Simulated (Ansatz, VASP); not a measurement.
## Two plane-wave programs on Hf

File INCAR:

```
SYSTEM = Hf
PREC = Accurate
ENCUT = 520
EDIFF = 1E-8
ISMEAR = -1
SIGMA = 0.08
LREAL = .FALSE.
LASPH = .TRUE.
NELM = 60
ALGO = Normal
ISIF = 2
LWAVE = .FALSE.
LCHARG = .FALSE.
GGA = PS
LEFG = .TRUE.
NBANDS = 11
```

Contents of KPOINTS:

```
Automatic mesh
0
G
  16 16 16
  0 0 0
```

POSCAR

```
Hf
1.0
   -1.8050000000      1.8050000000      1.7869500000
    1.8050000000     -1.8050000000      1.7869500000
    1.8050000000      1.8050000000     -1.7869500000
Hf
1
Direct
    0.0000000000      0.0000000000      0.0000000000
```

Input for Ansatz:

```yaml
crystal:
  lattice:
    - [-1.805, 1.805, 1.78695]
    - [1.805, -1.805, 1.78695]
    - [1.805, 1.805, -1.78695]
  atoms:
    - { symbol: Hf, position: [0.0, 0.0, 0.0] }
kpoints:
  mp_grid: { grid: [16, 16, 16] }
scf:
  occupations: { method: fermi_dirac, width: 0.08 }
hamiltonian:
  xc: pbesol
  pseudopotentials: { kind: paw }
output:
  forces: true
  stress: true
  eigenvalues: true
  efg: { contact_densities: true }
```

Change from the starting cell: zz strain of -1 %, PAW files.

Alike in both runs: task electric field gradients; functional PBEsol; k mesh 16 × 16 × 16; occupations fermi-dirac, width 0.08 eV; no spin polarisation.

|  | VASP | Ansatz |
| --- | --- | --- |
| version | VASP 6.6.1 | Ansatz 0.2.0 |
| potentials or method | VASP PAW PBE potentials, release 64 (Hf_pv) | PAW with Ansatz's default frozen-core files, scalar-relativistic |
| plane-wave cutoff (eV) | 520 | 420 |
| valence electrons in the cell | 10 | 26 |

|  | VASP | Ansatz | Ansatz less VASP |
| --- | --- | --- | --- |
| pressure (GPa) | -8.4 | -8.1 | +0.31 |
| traceless stress, the component that is largest in VASP (GPa) | -0.31 | -0.30 | +0.010 |
| size of Vzz on the site where it differs most (V/Å²) | 0.0 | 0.2 | +0.18 |

VASP's potentials were made for PBE, not for PBEsol. VASP's potentials hold 10 valence electrons a cell and Ansatz's 26, so a difference there can come from the potentials and not from the codes.

Neither program's run includes spin-orbit coupling.
